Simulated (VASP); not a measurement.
# GaN (F-43m) in VASP: settings compared

The runs below take GaN through single point, with HSE06, r2SCAN.

Program: VASP 6.6.1. These are calculated values, not measurements. Logs are shortened: lines on timing, memory, paths and dates and some standing lists are left out, and cuts for length are marked.

**1. The cell of the first run**

Symmetry: F-43m, No. 216, cubic system. Conventional cell: a = 4.588 Å, b = 4.588 Å, c = 4.588 Å, α = 90.00°, β = 90.00°, γ = 90.00°. Ga (site symmetry -43m) has 4 N at 1.99 Å within 2.6 Å. N (site symmetry -43m) has 4 Ga at 1.99 Å within 2.6 Å.

**2. Single point, HSE06 (strain +2.0%)**

Input file POSCAR:

```
GaN
1.0
    0.0000000000      2.2939315919      2.2939315919
    2.2939315919      0.0000000000      2.2939315919
    2.2939315919      2.2939315919      0.0000000000
Ga N
1 1
Direct
    0.0000000000      0.0000000000      0.0000000000
    0.2500000000      0.2500000000      0.2500000000
```

Input file INCAR.step1:

```
SYSTEM = GaN
  PREC = Accurate
  ENCUT = 520
  EDIFF = 1E-5
  ISMEAR = 0
  SIGMA = 0.01
  LREAL = .FALSE.
  LASPH = .TRUE.
  NELM = 100
  ALGO = Normal
  ISIF = 2
  LWAVE = .TRUE.
  LCHARG = .FALSE.
  NBANDS = 16
  GGA = PE
```

Input file INCAR.step2:

```
SYSTEM = GaN
  PREC = Accurate
  ENCUT = 520
  EDIFF = 1E-6
  ISMEAR = 0
  SIGMA = 0.01
  LREAL = .FALSE.
  LASPH = .TRUE.
  NELM = 100
  ALGO = Normal
  ISIF = 2
  LWAVE = .FALSE.
  LCHARG = .FALSE.
  GGA = PE
  LHFCALC = .TRUE.
  HFSCREEN = 0.2079
  PRECFOCK = Normal
  NBANDS = 16
  ISTART = 1
```

Input file KPOINTS:

```
regular mesh
0
G
  6 6 6
  0 0 0
```

Potentials or basis: VASP PAW PBE potentials, release 64 (Ga_d, N).

Command:

```bash
cat potpaw_PBE.64/Ga_d/POTCAR potpaw_PBE.64/N/POTCAR > POTCAR
cp INCAR.step1 INCAR
mpirun -np 1 vasp_std > vasp.out
cp INCAR.step2 INCAR
mpirun -np 1 vasp_std > vasp.out
```

OUTCAR:

```text
SYSTEM = GaN
   PREC = Accurate
   ENCUT = 520
   EDIFF = 1E-6
   ISMEAR = 0
   LREAL = .FALSE.
   LASPH = .TRUE.
   NELM = 100
   ISIF = 2
   GGA = PE
   LHFCALC = .TRUE.
   HFSCREEN = 0.2079
   PRECFOCK = Normal
   ISTART = 1

 ion  position               nearest neighbor table
   1  0.000  0.000  0.000-   2 1.99   2 1.99   2 1.99   2 1.99
   2  0.250  0.250  0.250-   1 1.99   1 1.99   1 1.99   1 1.99

  LATTYP: Found a face centered cubic cell.
 ALAT       =     4.5878631838

  Lattice vectors:

 A1 = (   0.0000000000,   2.2939315919,   2.2939315919)
 A2 = (   2.2939315919,   0.0000000000,   2.2939315919)
 A3 = (   2.2939315919,   2.2939315919,   0.0000000000)

Analysis of symmetry for initial positions (statically):
=====================================================================
 Subroutine PRICEL returns:
 Original cell was already a primitive cell.

 Routine SETGRP: Setting up the symmetry group for a
 face centered cubic supercell.

 Subroutine GETGRP returns: Found 24 space group operations
 (whereof 24 operations were pure point group operations)
 out of a pool of 48 trial point group operations.

The static configuration has the point symmetry T_d .

Analysis of symmetry for dynamics (positions and initial velocities):
=====================================================================
 Subroutine PRICEL returns:
 Original cell was already a primitive cell.

 Routine SETGRP: Setting up the symmetry group for a
 face centered cubic supercell.

 Subroutine GETGRP returns: Found 24 space group operations
 (whereof 24 operations were pure point group operations)
 out of a pool of 48 trial point group operations.

The dynamic configuration has the point symmetry T_d .

 Subroutine INISYM returns: Found 24 space group operations
 (whereof 24 operations are pure point group operations),
 and found     1 'primitive' translations

----------------------------------------------------------------------------------------

                                     Primitive cell

  volume of cell :      24.1419

  direct lattice vectors                    reciprocal lattice vectors
     0.000000000  2.293931592  2.293931592    -0.217966395  0.217966395  0.217966395
     2.293931592  0.000000000  2.293931592     0.217966395 -0.217966395  0.217966395
     2.293931592  2.293931592  0.000000000     0.217966395  0.217966395 -0.217966395

  length of vectors
     3.244109168  3.244109168  3.244109168     0.377528871  0.377528871  0.377528871

  position of ions in fractional coordinates (direct lattice)
     0.000000000  0.000000000  0.000000000
     0.250000000  0.250000000  0.250000000

  ion indices of the primitive-cell ions
   primitive index   ion index
                 1           1
                 2           2

----------------------------------------------------------------------------------------

 KPOINTS: regular mesh

Automatic generation of k-mesh.
 Grid dimensions read from file:
 generate k-points for:    6    6    6

 Generating k-lattice:

  Cartesian coordinates                     Fractional coordinates (reciprocal lattice)
    -0.036327733  0.036327733  0.036327733     0.166666667  0.000000000  0.000000000
     0.036327733 -0.036327733  0.036327733     0.000000000  0.166666667  0.000000000
     0.036327733  0.036327733 -0.036327733     0.000000000  0.000000000  0.166666667

  Length of vectors
     0.062921478  0.062921478  0.062921478

  Shift w.r.t. Gamma in fractional coordinates (k-lattice)
     0.000000000  0.000000000  0.000000000

 Subroutine IBZKPT returns following result:
 ===========================================

 Found     16 irreducible k-points:

 Following reciprocal coordinates:
            Coordinates               Weight
  0.000000  0.000000  0.000000      1.000000
  0.166667  0.000000  0.000000      8.000000
  0.333333  0.000000  0.000000      8.000000
  0.500000  0.000000  0.000000      4.000000
  0.166667  0.166667  0.000000      6.000000
  0.333333  0.166667  0.000000     24.000000
[... 8 lines left out ...]
 -0.333333  0.333333  0.166667     24.000000
 -0.333333  0.500000  0.166667     12.000000
   k-points           NKPTS =     16   k-points in BZ     NKDIM =    216   number of bands    NBANDS=     16
   number of dos      NEDOS =    301   number of ions     NIONS =      2
   total plane-waves  NPLWV =  13824
   dimension x,y,z NGX =    24 NGY =   24 NGZ =   24
   dimension x,y,z NGXF=    48 NGYF=   48 NGZF=   48
   ions per type =               1   1
   NGX,Y,Z   is equivalent  to a cutoff of  12.30, 12.30, 12.30 a.u.
   NGXF,Y,Z  is equivalent  to a cutoff of  24.60, 24.60, 24.60 a.u.
 SYSTEM =  GaN
   PREC   = accura    normal or accurate (medium, high low for compatibility)
   ISTART =      1    job   : 0-new  1-cont  2-samecut
   ICHARG =      0    charge: 1-file 2-atom 10-const
   ISPIN  =      1    spin polarized calculation?
   LNONCOLLINEAR =      F non collinear calculations
   LSORBIT =      F    spin-orbit coupling
   LASPH  =      T    aspherical Exc in radial PAW
   ENCUT  =  520.0 eV  38.22 Ry    6.18 a.u.   6.03  6.03  6.03*2*pi/ulx,y,z
   NELM   =    100;   NELMIN=  2; NELMDL=  0     # of ELM steps
   EDIFF  = 0.1E-05   stopping-criterion for ELM
   LREAL  =      F    real-space projection
   EDIFFG = 0.1E-04   stopping-criterion for IOM
   NSW    =      0    number of steps for IOM
   IBRION =     -1    ionic relax: 0-MD 1-quasi-New 2-CG
   NFREE  =      0    steps in history (QN), initial steepest desc. (CG)
   ISIF   =      2    stress and relaxation
   ISYM   =      3    0-nonsym 1-usesym 2-fastsym
   POTIM  = 0.5000    time-step for ionic-motion
   TEBEG  =    0.0;   TEEND  =   0.0 temperature during run
   PSTRESS=    0.0 pullay stress
   NELECT =      18.0000    total number of electrons
   NUPDOWN=      -1.0000    fix difference up-down
   EMIN   =  10.00;   EMAX   =-10.00  energy-range for DOS
   EFERMI =   0.00;   METHOD = LEGACY
   ISMEAR =     0;   SIGMA  =   0.01  broadening in eV -4-tet -1-fermi 0-gaus
   EFERMI_NEDOS =   21; number of points for ismear=-14 and -15
   IALGO  =     38    algorithm
   IMIX   =      1    mixing-type and parameters
     AMIX     =   0.40;   BMIX     =  1.00
     AMIX_MAG =   1.60;   BMIX_MAG =  1.00
  volume/ion in A,a.u.               =      12.07        81.46
  Fermi-wavevector in a.u.,A,eV,Ry     =   1.484483  2.805266 29.983016  2.203690
  Thomas-Fermi vector in A             =   2.598014
   LORBIT       =      0    0 simple, 1 ext, 2 COOP (PROOUT), +10 PAW based schemes
   GGA     = PE    functional components
   LHFCALC =     T    Hartree Fock is set to
   PRECFOCK=normal    Normal, Fast or Accurate (Low or Medium for compatibility)
   ENCUT4O =  -1.0   cutoff for four orbital integrals eV
   NKREDX  =     1    reduce k-point grid by
   NKREDY  =     1    reduce k-point grid by
   NKREDZ  =     1    reduce k-point grid by
   AEXX    =    0.2500 exact exchange contribution
   HFSCREEN=    0.2079 screening length (either q_TF or 0.3 A-1)
   HFSCREENC=   0.2079 screening length for correlation (either q_TF or 0.3 A-1)
   ENCUTFOCK=  -1.0 apply spherical cutoff to Coloumb kernel
   IVDW    =     0    specifies the selected vdW correction
   LEPSILON=     F    determine dielectric tensor
   LRPA    =     F    only Hartree local field effects (RPA)
 non-spin polarized calculation
 Gauss-broadening in eV      SIGMA  =   0.01
  energy-cutoff  :      520.00
  volume of cell :       24.14
 maximum number of plane-waves:       660
  NGX = 20; NGY = 20; NGZ = 20

 number of electron      17.9999984 magnetization

 Free energy of the ion-electron system (eV)
  ---------------------------------------------------
  ext. energy  EPLUGINS =         0.00000000
  ---------------------------------------------------
  free energy    TOTEN  =       -14.69084100 eV

  energy without entropy =      -14.69084100  energy(sigma->0) =      -14.69084100

 E-fermi :   4.0226     XC(G=0):  -9.3445

 val. band max:        3.9254528625   @ k =   0.0000   0.0000   0.0000
 cond. band min:       6.5024025084   @ k =   0.0000   0.0000   0.0000
 fundamental gap:      2.5769496460
 Fermi energy:         4.0225722525

 k-point     1 :       0.0000    0.0000    0.0000
  band No.  band energies     occupation
      1     -13.0689      2.00000
      2     -11.6613      2.00000
      3     -11.6613      2.00000
      4     -11.6613      2.00000
      5     -11.3934      2.00000
      6     -11.3934      2.00000
[... 8 lines left out ...]
     15      23.9549      0.00000
     16      23.9550      0.00000

 k-point     2 :       0.1667    0.0000    0.0000
  band No.  band energies     occupation
      1     -12.8858      2.00000
      2     -11.6340      2.00000
      3     -11.6340      2.00000
      4     -11.4293      2.00000
      5     -11.3946      2.00000
      6     -11.3946      2.00000
[... 8 lines left out ...]
     15      21.9830      0.00000
     16      21.9830      0.00000

 k-point     3 :       0.3333    0.0000    0.0000
  band No.  band energies     occupation
      1     -12.7166      2.00000
      2     -11.5961      2.00000
      3     -11.5961      2.00000
      4     -11.3789      2.00000
      5     -11.3789      2.00000
      6     -10.4954      2.00000
[... 8 lines left out ...]
     15      22.7885      0.00000
     16      22.7885      0.00000

 k-point     4 :       0.5000    0.0000    0.0000
  band No.  band energies     occupation
      1     -12.6983      2.00000
      2     -11.5876      2.00000
      3     -11.5876      2.00000
      4     -11.3599      2.00000
      5     -11.3599      2.00000
      6      -9.6828      2.00000
[... 8 lines left out ...]
     15      24.8545      0.00000
     16      24.8545      0.00000
[... 172 lines left out ...]
 k-point    14 :       0.5000    0.3333    0.1667
  band No.  band energies     occupation
      1     -12.6546      2.00000
      2     -11.5505      2.00000
      3     -11.5223      2.00000
      4     -11.4438      2.00000
      5     -11.3643      2.00000
      6      -9.7440      2.00000
[... 8 lines left out ...]
     15      24.9876      0.00000
     16      27.4183      0.00000

 k-point    15 :      -0.3333    0.3333    0.1667
  band No.  band energies     occupation
      1     -12.6459      2.00000
      2     -11.5571      2.00000
      3     -11.5032      2.00000
      4     -11.4187      2.00000
      5     -11.3763      2.00000
      6      -9.1387      2.00000
[... 8 lines left out ...]
     15      23.9795      0.00000
     16      27.8680      0.00000

 k-point    16 :      -0.3333    0.5000    0.1667
  band No.  band energies     occupation
      1     -12.6425      2.00000
      2     -11.5302      2.00000
      3     -11.5015      2.00000
      4     -11.4124      2.00000
      5     -11.3626      2.00000
      6      -8.9674      2.00000
[... 8 lines left out ...]
     15      25.7518      0.00000
     16      28.0719      0.00000

------------------------ aborting loop because EDIFF is reached ----------------------------------------

  FORCE on cell =-STRESS in cart. coord.  units (eV):
  Direction    XX          YY          ZZ          XY          YZ          ZX
  --------------------------------------------------------------------------------------
  -------------------------------------------------------------------------------------
  Total       -1.5606729     -1.5606729     -1.5606729      0.0000000      0.0000000     -0.0000000
  in kB     -103.5740780   -103.5740780   -103.5740780      0.0000000      0.0000000     -0.0000000
  external PRESSURE =    -103.5740780 kB  Pullay stress =       0.0000000 kB

 VOLUME and BASIS-vectors are now :
 -----------------------------------------------------------------------------
  energy-cutoff  :      520.00
  volume of cell :       24.14
      direct lattice vectors                 reciprocal lattice vectors
     0.000000000  2.293931592  2.293931592    -0.217966395  0.217966395  0.217966395
     2.293931592  0.000000000  2.293931592     0.217966395 -0.217966395  0.217966395
     2.293931592  2.293931592  0.000000000     0.217966395  0.217966395 -0.217966395

 POSITION                                       TOTAL-FORCE (eV/Angst)
 -----------------------------------------------------------------------------------
      0.00000      0.00000      0.00000        -0.000000     -0.000000     -0.000000
      1.14697      1.14697      1.14697         0.000000      0.000000      0.000000
 -----------------------------------------------------------------------------------
    total drift:                               -0.000018     -0.000019     -0.000015

  FREE ENERGIE OF THE ION-ELECTRON SYSTEM (eV)
  ---------------------------------------------------
  free  energy   TOTEN  =       -14.6908410021 eV

  energy  without entropy=      -14.6908410021  energy(sigma->0) =      -14.69084100
```

It took 35 min on 1 thread of Intel Xeon Platinum 8259CL at 2.50GHz (Skylake/Cascade Lake), shared host; peak memory 0.26 GiB.

Results:

```yaml
Free_energy: -14.6908 eV
Pressure: -10.4 GPa
Band_gap_on_the_k_mesh: 2.58 eV
```

Caveat: the cell differs from its parent crystal (strain +2.0%); the cell stands under tension; the structure was generated, so it needn't be the stable form of GaN; the PAW data sets were made with another functional, which shifts forces and pressure a little.

**3. Single point, HSE06 (strain +3.0%)**

Input file POSCAR:

```
GaN
1.0
    0.0000000000      2.3164211173      2.3164211173
    2.3164211173      0.0000000000      2.3164211173
    2.3164211173      2.3164211173      0.0000000000
Ga N
1 1
Direct
    0.0000000000      0.0000000000      0.0000000000
    0.2500000000      0.2500000000      0.2500000000
```

Input file INCAR.step1:

```
PREC = Accurate ; ENCUT = 520
EDIFF = 1E-5 ; ISMEAR = 0
SIGMA = 0.01 ; LREAL = False
LASPH = True ; NELM = 60
ALGO = Normal ; ISIF = 2
LWAVE = True ; GGA = PE
NBANDS = 16
```

Input file INCAR.step2:

```
PREC = Accurate ; ENCUT = 520
EDIFF = 1E-6 ; ISMEAR = 0
SIGMA = 0.01 ; LREAL = False
LASPH = True ; NELM = 60
ALGO = Normal ; ISIF = 2
LWAVE = False ; LCHARG = True
GGA = PE ; LHFCALC = True
HFSCREEN = 0.2079 ; PRECFOCK = Normal
LELF = True ; LVHAR = True
ISTART = 1 ; NBANDS = 16
```

Input file KPOINTS:

```
regular mesh
0
Gamma
  6 6 6
```

Potentials or basis: VASP PAW PBE potentials, release 64 (Ga_d, N).

Command:

```bash
cat potpaw_PBE.64/Ga_d/POTCAR potpaw_PBE.64/N/POTCAR > POTCAR
cp INCAR.step1 INCAR
mpirun -np 1 vasp_std > vasp.out
cp INCAR.step2 INCAR
mpirun -np 1 vasp_std > vasp.out
```

It took 31 min on 1 thread of Intel Xeon Platinum 8259CL at 2.50GHz (Skylake/Cascade Lake), shared host; peak memory 0.26 GiB.

It converged, with:

```yaml
Free_energy: -14.6351 eV
Pressure: -14.5 GPa
Band_gap_on_the_k_mesh: 2.36 eV
```

Levels at points of the mesh, in eV from the valence-band top:
```
           k point  band 5  band 6  band 7  band 8  band 9  band 10  band 11  band 12  band 13  band 14
(0.00, 0.00, 0.00)  -15.36  -15.36    0.00    0.00    0.00     2.36    11.34    11.34    11.34    18.21
(0.50, 0.00, 0.00)  -15.33  -13.61   -7.01   -0.94   -0.94     5.45     9.94    11.42    11.42    16.55
(0.50, 0.50, 0.00)  -15.30  -13.05   -6.22   -2.63   -2.63     4.38     7.61    12.90    15.09    15.09
```

Caveat: the cell differs from its parent crystal (strain +3.0%); the cell stands under tension; the structure was generated, so it needn't be the stable form of GaN; the PAW data sets were made with another functional, which shifts forces and pressure a little.

**4. Single point, r2SCAN, non-collinear spin, zero start, spin-orbit coupling (strain -2.0%)**

Input file POSCAR:

```
GaN
1.0
    0.0000000000      2.2039734903      2.2039734903
    2.2039734903      0.0000000000      2.2039734903
    2.2039734903      2.2039734903      0.0000000000
Ga N
1 1
Direct
    0.0000000000      0.0000000000      0.0000000000
    0.2500000000      0.2500000000      0.2500000000
```

Input file INCAR.step1:

```
  ALGO = Normal
  EDIFF = 1E-4
  ENCUT = 520
  GGA = PE
  GGA_COMPAT = False
  ISMEAR = 0
  LASPH = True
  LCHARG = False
  LNONCOLLINEAR = True
  LREAL = False
  LSORBIT = True
  LWAVE = True
  MAGMOM = 0 0 0 0 0 0
  NBANDS = 30
  NELM = 150
  PREC = Accurate
  SIGMA = 0.01
```

Input file INCAR.step2:

```
  ALGO = Normal
  EDIFF = 1E-6
  ENCUT = 520
  GGA_COMPAT = False
  ISIF = 2
  ISMEAR = 0
  ISTART = 1
  LASPH = True
  LCHARG = True
  LMIXTAU = True
  LNONCOLLINEAR = True
  LORBIT = 11
  LORBMOM = True
  LREAL = False
  LSORBIT = True
  LVHAR = True
  LWAVE = False
  MAGMOM = 0 0 0 0 0 0
  METAGGA = R2SCAN
  NBANDS = 30
  NELM = 150
  PREC = Accurate
  SIGMA = 0.01
```

Input file KPOINTS:

```
k-points
0
Gamma
  10 10 10
```

Command:

```bash
cat potpaw_PBE.64/Ga_d/POTCAR potpaw_PBE.64/N/POTCAR > POTCAR
cp INCAR.step1 INCAR
mpirun -np 1 vasp_ncl > vasp.out
cp INCAR.step2 INCAR
mpirun -np 1 vasp_ncl > vasp.out
```

It took 3.3 min on 1 thread of Intel Xeon 6975P-C (Granite Rapids), shared host; peak memory 0.25 GiB.

It converged, with:

```
Free energy                                           : -21.8367 eV
Pressure                                              : 14.9 GPa
Net moment                                            : 0.00 μB per cell
Valence electrons inside the program's atomic spheres : Ga 11.97; N 3.83
```

Moments on the atoms (μB; x, y, z):
```
Ga  0.00 0.00 0.00
N   0.00 0.00 0.00
```

Caveat: the cell differs from its parent crystal (strain -2.0%); the cell stands under pressure; the structure was generated, so it needn't be the stable form of GaN; the PAW data sets were made with another functional, which shifts forces and pressure a little.

**5. The runs side by side**

```csv
level,spin,cell,k mesh,grid for exact exchange (PRECFOCK),share of exact exchange,screening parameter,gap on the mesh (eV),pressure (GPa)
HSE06,off,"a = 3.244 Å, angles 60.0°, 2 atoms",6 × 6 × 6,Normal,0.25,0.2079 1/Å,2.58,-10.4
HSE06,off,"a = 3.276 Å, angles 60.0°, 2 atoms",6 × 6 × 6,Normal,0.25,0.2079 1/Å,2.36,-14.5
r2SCAN,"non-collinear, zero start, SOC","a = 3.117 Å, angles 60.0°, 2 atoms",10 × 10 × 10,-,-,-,-,14.9
```

Alike in all rows: task single point; potentials or basis VASP PAW PBE potentials, release 64 (Ga_d, N); cutoff (eV) 520; smearing gaussian 0.01 eV.

Caveats: the structure was generated, so it needn't be the stable form of GaN; the PAW data sets were made with another functional, which shifts forces and pressure a little; the cell stands under tension (at least some runs); the cell stands under pressure (at least some runs).

Absolute energies hang on the potentials; compare differences alone.
